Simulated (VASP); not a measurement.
# Ti2C (R-3m) in VASP: further runs, part 2 of 2

VASP 6.6.1. Earlier steps stand in the parts before.

**3. Single point, PBEsol (biaxial strain in the a-b plane: +2.0 %, then relaxed in part)**

Contents of INCAR:

```
SYSTEM = Ti2C
PREC     = Accurate       ! precision mode
ENCUT    = 520            ! plane-wave cutoff, eV
EDIFF    = 1E-6           ! SCF threshold, eV
ISMEAR   = 0              ! smearing method
SIGMA    = 0.1            ! smearing width, eV
LREAL    = .FALSE.        ! projectors in reciprocal space
LASPH    = .TRUE.         ! aspherical terms in the spheres
NELM     = 80             ! most SCF steps
ALGO     = Normal         ! electronic algorithm
ISIF     = 2              ! what is computed and relaxed
LWAVE    = .FALSE.        ! write WAVECAR
LCHARG   = .FALSE.        ! write CHGCAR
GGA      = PS             ! functional
NBANDS   = 52             ! bands
```

Contents of KPOINTS:

```
Automatic mesh
0
G
  12 12 4
  0 0 0
```

Contents of POSCAR:

```
Ti2C
1.0
    3.1138633355      0.0000000000      0.0000000000
   -1.5569316678      2.6966847525      0.0000000000
    0.0000000000      0.0000000000     14.1520097301
Ti C
6 3
Direct
    0.3333333333      0.6666666667      0.9119596086
    0.0000000000      0.0000000000      0.7547070581
    0.0000000000      0.0000000000      0.2452929419
    0.6666666667      0.3333333333      0.0880403914
    0.6666666667      0.3333333333      0.5786262752
    0.3333333333      0.6666666667      0.4213737248
    0.6666666667      0.3333333333      0.8333333333
    0.3333333333      0.6666666667      0.1666666667
    0.0000000000      0.0000000000      0.5000000000
```

Potentials or basis: VASP PAW PBE potentials, release 64 (Ti_sv, C).

Launch:

```bash
$ cat potpaw_PBE.64/Ti_sv/POTCAR potpaw_PBE.64/C/POTCAR > POTCAR
$ mpirun -np 1 vasp_std > vasp.out
```

OUTCAR:

```text
SYSTEM = Ti2C
   PREC = Accurate
   ENCUT = 520
   EDIFF = 1E-6
   ISMEAR = 0
   LREAL = .FALSE.
   LASPH = .TRUE.
   NELM = 80
   ISIF = 2
   GGA = PS

 ion  position               nearest neighbor table
   1  0.333  0.667  0.912-   7 2.11   7 2.11   7 2.11   2 2.86   2 2.86   2 2.86
   2  0.000  0.000  0.755-   7 2.11   7 2.11   7 2.11   1 2.86   1 2.86   1 2.86
   3  0.000  0.000  0.245-   8 2.11   8 2.11   8 2.11   4 2.86   4 2.86   4 2.86
   4  0.667  0.333  0.088-   8 2.11   8 2.11   8 2.11   3 2.86   3 2.86   3 2.86
   5  0.667  0.333  0.579-   9 2.11   9 2.11   9 2.11   6 2.86   6 2.86   6 2.86
   6  0.333  0.667  0.421-   9 2.11   9 2.11   9 2.11   5 2.86   5 2.86   5 2.86
[... 1549 lines left out ...]
  external PRESSURE =     -45.1109239 kB  Pullay stress =       0.0000000 kB

 VOLUME and BASIS-vectors are now :
 -----------------------------------------------------------------------------
  energy-cutoff  :      520.00
  volume of cell :      118.84
      direct lattice vectors                 reciprocal lattice vectors
     3.113863336  0.000000000  0.000000000     0.321144473  0.185412848  0.000000000
    -1.556931668  2.696684752  0.000000000     0.000000000  0.370825696  0.000000000
     0.000000000  0.000000000 14.152009730     0.000000000  0.000000000  0.070661342

 POSITION                                       TOTAL-FORCE (eV/Angst)
 -----------------------------------------------------------------------------------
     -0.00000      1.79779     12.90606        -0.000000     -0.000000      0.024373
      0.00000      0.00000     10.68062        -0.000000      0.000000     -0.024373
      0.00000      0.00000      3.47139         0.000000     -0.000000      0.024373
      1.55693      0.89889      1.24595        -0.000000      0.000000     -0.024373
      1.55693      0.89889      8.18872         0.000000     -0.000000      0.024373
     -0.00000      1.79779      5.96329         0.000000      0.000000     -0.024373
      1.55693      0.89889     11.79334        -0.000000     -0.000000      0.000000
     -0.00000      1.79779      2.35867        -0.000000     -0.000000      0.000000
      0.00000      0.00000      7.07600        -0.000000     -0.000000      0.000000
 -----------------------------------------------------------------------------------
    total drift:                                0.000000     -0.000000      0.000000

  FREE ENERGIE OF THE ION-ELECTRON SYSTEM (eV)
  ---------------------------------------------------
  free  energy   TOTEN  =       -85.1902974235 eV

  energy  without entropy=      -85.1618492911  energy(sigma->0) =      -85.17607336
```

Run time: 5.5 min. Hardware: 1 thread of AMD EPYC 9R45 (Zen 5), shared host; peak memory 0.4 GiB.

Results:

```yaml
Free_energy: -85.1903 eV
Pressure: -4.5 GPa
Largest_force: 0.024 eV/Å
Band_gap_on_the_k_mesh: zero (bands 42 and 43 overlap by 0.95 eV)
```

Forces in eV/Å, atoms in the order of the input:
```
Ti   0.000  0.000  0.024
Ti   0.000  0.000 -0.024
Ti   0.000  0.000  0.024
Ti   0.000  0.000 -0.024
Ti   0.000  0.000  0.024
Ti   0.000  0.000 -0.024
C    0.000  0.000  0.000
C    0.000  0.000  0.000
C    0.000  0.000  0.000
```

Caveat: the cell differs from its parent crystal (biaxial strain in the a-b plane: +2.0 %, then relaxed in part); the stress differs along the axes, from -7 to 0 GPa; the PAW data sets were made with another functional, which shifts forces and pressure a little.

**4. Single point, PBEsol (biaxial strain in the a-b plane: +3.0 %)**

Contents of INCAR:

```
SYSTEM = Ti2C
PREC = Accurate
ENCUT = 520
EDIFF = 1E-7
ISMEAR = 0
SIGMA = 0.1
LREAL = .FALSE.
LASPH = .TRUE.
NELM = 60
ALGO = Normal
ISIF = 2
LWAVE = .FALSE.
LCHARG = .FALSE.
GGA = PS
NBANDS = 52
```

KPOINTS is that of step 3.

Changes to POSCAR since step 3:

```diff
@@ -2,5 +2,5 @@
 1.0
-    3.1138633355      0.0000000000      0.0000000000
-   -1.5569316678      2.6966847525      0.0000000000
-    0.0000000000      0.0000000000     14.1520097301
+    3.1443914074      0.0000000000      0.0000000000
+   -1.5721957037      2.7231228383      0.0000000000
+    0.0000000000      0.0000000000     14.0605006959
 Ti C
```

Launch:

```bash
$ cat potpaw_PBE.64/Ti_sv/POTCAR potpaw_PBE.64/C/POTCAR > POTCAR
$ mpirun -np 1 vasp_std > vasp.out
```

Run time: 5.9 min. Hardware: 1 thread of AMD EPYC 9R45 (Zen 5), shared host; peak memory 0.4 GiB.

Results (log left out):

```
Free energy            : -85.0668 eV
Pressure               : -6.8 GPa
Largest force          : 0.033 eV/Å
Band gap on the k mesh : zero (bands 42 and 43 overlap by 1.00 eV)
```

Forces in eV/Å, atoms in the order of the input:
```
Ti   0.000  0.000 -0.033
Ti   0.000  0.000  0.033
Ti   0.000  0.000 -0.033
Ti   0.000  0.000  0.033
Ti   0.000  0.000 -0.033
Ti   0.000  0.000  0.033
C    0.000  0.000  0.000
C    0.000  0.000  0.000
C    0.000  0.000  0.000
```

Stress tensor (GPa, compression positive):
```
-10.17   0.00   0.00
  0.00 -10.17   0.00
  0.00   0.00  -0.14
```

Levels at points of the mesh, in eV from the Fermi level:
| k point | band 39 | band 40 | band 41 | band 42 | band 43 | band 44 | band 45 | band 46 |
| --- | --- | --- | --- | --- | --- | --- | --- | --- |
| (0.00, 0.00, 0.00) | -0.96 | 0.31 | 0.31 | 0.68 | 0.68 | 0.68 | 0.68 | 0.71 |
| (0.50, 0.00, 0.00) | -1.24 | -0.92 | -0.92 | -0.91 | 0.32 | 0.32 | 0.96 | 1.89 |
| (0.00, 0.00, 0.50) | -0.62 | 0.42 | 0.42 | 0.42 | 0.42 | 0.42 | 0.82 | 0.82 |
| (0.50, 0.00, 0.50) | -1.13 | -0.92 | -0.91 | -0.91 | 0.12 | 0.74 | 0.74 | 1.76 |

Caveat: the cell differs from its parent crystal (biaxial strain in the a-b plane: +3.0 %); the stress differs along the axes, from -10 to -0 GPa; the PAW data sets were made with another functional, which shifts forces and pressure a little.

**5. The runs side by side**

| cell | gap on the mesh (eV) | pressure (GPa) | largest force (eV/Å) |
| --- | --- | --- | --- |
| a = 3.114, b = 3.114, c = 14.146 Å, angles 90.0, 90.0, 120.0°, 9 atoms, atomic positions A | none | -4.7 | 0.04 |
| a = 3.114, b = 3.114, c = 14.152 Å, angles 90.0, 90.0, 120.0°, 9 atoms, atomic positions B | none | -4.5 | 0.02 |
| a = 3.144, b = 3.144, c = 14.061 Å, angles 90.0, 90.0, 120.0°, 9 atoms, atomic positions B | none | -6.8 | 0.03 |

Alike in all rows: task single point; level PBEsol; potentials or basis VASP PAW PBE potentials, release 64 (Ti_sv, C); no spin polarisation; k mesh 12 × 12 × 4; cutoff (eV) 520; smearing gaussian 0.1 eV.

Caveats: the PAW data sets were made with another functional, which shifts forces and pressure a little; the stress differs along the axes, from -7 to -0 GPa (at least some runs); the stress differs along the axes, from -7 to 0 GPa (at least some runs); the stress differs along the axes, from -10 to -0 GPa (at least some runs).

Absolute energies hang on the potentials; compare differences alone.
